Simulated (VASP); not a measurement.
# KBr (Fm-3m) in VASP: further runs, part 2 of 2

VASP 6.6.1.

### Step 3. Electric field gradients, PBE, non-collinear spin, zero start, spin-orbit coupling

INCAR

```
SYSTEM = KBr
ALGO = Normal
EDIFF = 1E-8
ENCUT = 520
GGA = PE
GGA_COMPAT = .False.
ISIF = 2
ISMEAR = -1
LASPH = .True.
LCHARG = .False.
LEFG = .True.
LNONCOLLINEAR = .True.
LORBIT = 11
LORBMOM = .True.
LREAL = .False.
LSORBIT = .True.
LWAVE = .False.
MAGMOM = 0 0 0 0 0 0
NBANDS = 28
NELM = 150
PREC = Accurate
SIGMA = 0.01
```

KPOINTS

```
k-points
0
Gamma
  6 6 6
  0 0 0
```

POSCAR

```
KBr
1.0
    0.0000000000      3.2925000000      3.2925000000
    3.2925000000      0.0000000000      3.2925000000
    3.2925000000      3.2925000000      0.0000000000
K Br
1 1
Direct
    0.0000000000      0.0000000000      0.0000000000
    0.5000000000      0.5000000000      0.5000000000
```

Potentials or basis: VASP PAW PBE potentials, release 64 (K_sv, Br).

Launch:

```bash
$ cat potpaw_PBE.64/K_sv/POTCAR potpaw_PBE.64/Br/POTCAR > POTCAR
$ mpirun -np 1 vasp_ncl > vasp.out
```

OUTCAR:

```text
SYSTEM = KBr
   EDIFF = 1E-8
   ENCUT = 520
   GGA = PE
   ISIF = 2
   ISMEAR = -1
   LASPH = .True.
   LNONCOLLINEAR = .True.
   LORBIT = 11
   LREAL = .False.
   LSORBIT = .True.
   NELM = 150
   PREC = Accurate

 ion  position               nearest neighbor table
   1  0.000  0.000  0.000-   2 3.29   2 3.29   2 3.29   2 3.29   2 3.29   2 3.29
   2  0.500  0.500  0.500-   1 3.29   1 3.29   1 3.29   1 3.29   1 3.29   1 3.29

  LATTYP: Found a face centered cubic cell.
 ALAT       =     6.5850000000

  Lattice vectors:

 A1 = (   0.0000000000,   3.2925000000,   3.2925000000)
 A2 = (   3.2925000000,   0.0000000000,   3.2925000000)
 A3 = (   3.2925000000,   3.2925000000,   0.0000000000)

Analysis of symmetry for initial positions (statically):
=====================================================================
 Subroutine PRICEL returns:
 Original cell was already a primitive cell.

 Routine SETGRP: Setting up the symmetry group for a
 face centered cubic supercell.

 Subroutine GETGRP returns: Found 48 space group operations
 (whereof 48 operations were pure point group operations)
 out of a pool of 48 trial point group operations.

[... 779 lines left out ...]
     0.0000000     0.0000000     0.0000000     0.0000000     0.0000000     0.0000000     0.0000000
     0.0000000     0.0000000     0.0000000     0.0000000     0.0000000     0.0000000     0.0000000
     0.0000000     0.0000000     0.0000000     0.0000000     0.0000000     0.0000000     0.0000000
     0.0000000     0.0000000     0.0000000     0.0000000     0.0000000     0.0000000     0.0000000
     0.0000000     0.0000000     0.0000000     0.0000000     0.0000000     0.0000000     0.0000000

 Ion:    2  E_soc:     -0.0508188
 l=   1
     0.0000000    -0.0084696    -0.0084696
    -0.0084696     0.0000000    -0.0084696
    -0.0084696    -0.0084696     0.0000000
 l=   2
     0.0000000    -0.0000001     0.0000000    -0.0000001    -0.0000002
    -0.0000001     0.0000000    -0.0000001    -0.0000001    -0.0000000
     0.0000000    -0.0000001     0.0000000    -0.0000001     0.0000000
    -0.0000001    -0.0000001    -0.0000001     0.0000000    -0.0000000
    -0.0000002    -0.0000000     0.0000000    -0.0000000     0.0000000
 l=   3
     0.0000000     0.0000000     0.0000000     0.0000000     0.0000000     0.0000000     0.0000000
     0.0000000     0.0000000     0.0000000     0.0000000     0.0000000     0.0000000     0.0000000
     0.0000000     0.0000000     0.0000000     0.0000000     0.0000000     0.0000000     0.0000000
     0.0000000     0.0000000     0.0000000     0.0000000     0.0000000     0.0000000     0.0000000
     0.0000000     0.0000000     0.0000000     0.0000000     0.0000000     0.0000000     0.0000000
     0.0000000     0.0000000     0.0000000     0.0000000     0.0000000     0.0000000     0.0000000
     0.0000000     0.0000000     0.0000000     0.0000000     0.0000000     0.0000000     0.0000000

 total charge

# of ion       s       p       d       tot
------------------------------------------
    1        1.958   5.582   0.025   7.564
    2        1.599   3.305   0.001   4.905
--------------------------------------------------
tot          3.557   8.886   0.026  12.469

 magnetization (x)

# of ion       s       p       d       tot
------------------------------------------
    1        0.000  -0.000  -0.000   0.000
    2        0.000   0.000   0.000   0.000
--------------------------------------------------
tot          0.000  -0.000  -0.000   0.000

 magnetization (y)

# of ion       s       p       d       tot
------------------------------------------
    1        0.000   0.000  -0.000   0.000
    2        0.000   0.000   0.000   0.000
--------------------------------------------------
tot          0.000   0.000  -0.000   0.000

 magnetization (z)

# of ion       s       p       d       tot
------------------------------------------
    1       -0.000   0.000  -0.000  -0.000
    2        0.000   0.000   0.000   0.000
--------------------------------------------------
tot         -0.000   0.000  -0.000  -0.000
```

OSZICAR:

```text
N       E                     dE             d eps       ncg     rms          rms(c)
DAV:   1     0.113007518488E+03    0.11301E+03   -0.67574E+03   896   0.993E+02
DAV:   2     0.288563831599E+01   -0.11012E+03   -0.10302E+03  1084   0.262E+02
DAV:   3    -0.621024403559E+01   -0.90959E+01   -0.90467E+01  1416   0.649E+01
DAV:   4    -0.640818084225E+01   -0.19794E+00   -0.19730E+00  1296   0.899E+00
DAV:   5    -0.641349167348E+01   -0.53108E-02   -0.53103E-02  1236   0.109E+00    0.336E+00
DAV:   6    -0.624225865143E+01    0.17123E+00   -0.23560E-01  1088   0.242E+00    0.237E+00
DAV:   7    -0.623049080024E+01    0.11768E-01   -0.12094E-01  1136   0.187E+00    0.138E+00
DAV:   8    -0.623748976892E+01   -0.69990E-02   -0.16113E-02  1268   0.717E-01    0.672E-01
DAV:   9    -0.624126141637E+01   -0.37716E-02   -0.33950E-03   960   0.448E-01    0.112E-01
DAV:  10    -0.624167841566E+01   -0.41700E-03   -0.31393E-04  1160   0.116E-01    0.488E-02
DAV:  11    -0.624191607778E+01   -0.23766E-03   -0.23769E-04   948   0.101E-01    0.125E-02
DAV:  12    -0.624191986211E+01   -0.37843E-05   -0.54958E-06  1320   0.163E-02    0.453E-03
DAV:  13    -0.624192215963E+01   -0.22975E-05   -0.20061E-06   976   0.999E-03    0.375E-03
DAV:  14    -0.624192247286E+01   -0.31323E-06   -0.15798E-06  1000   0.792E-03    0.108E-03
DAV:  15    -0.624192247953E+01   -0.66680E-08   -0.45325E-08  1152   0.157E-03
   1 F= -.62419225E+01 E0= -.62419225E+01  d E =-.813326E-15  mag=     0.0000    -0.0000     0.0000
```

stdout:

```text
POSCAR found type information on POSCAR K Br
 POSCAR found :  2 types and       2 ions
 scaLAPACK will be used
 LDA part: xc-table for (Slater+PW92), standard interpolation
 POSCAR, INCAR and KPOINTS ok, starting setup
 FFT: planning ... GRIDC
 FFT: planning ... GRID_SOFT
 FFT: planning ... GRID
 WAVECAR not read
 entering main loop
ion   1

ion   2
```

It took 2.1 min on 1 thread of Intel Xeon 8259CL, shared host; peak memory 0.4 GiB.

Results:

```yaml
Free_energy: -6.2419 eV
Pressure: 0.9 GPa
Net_moment: 0.00 μB per cell
Largest_electric_field_gradient_by_atom: zero within the noise of the run
Valence_electrons_inside_the_program's_atomic_spheres: K 7.56; Br 4.91
```

Moments on the atoms (μB; x, y, z):
```
K   0.00 0.00 0.00
Br  0.00 0.00 0.00
```
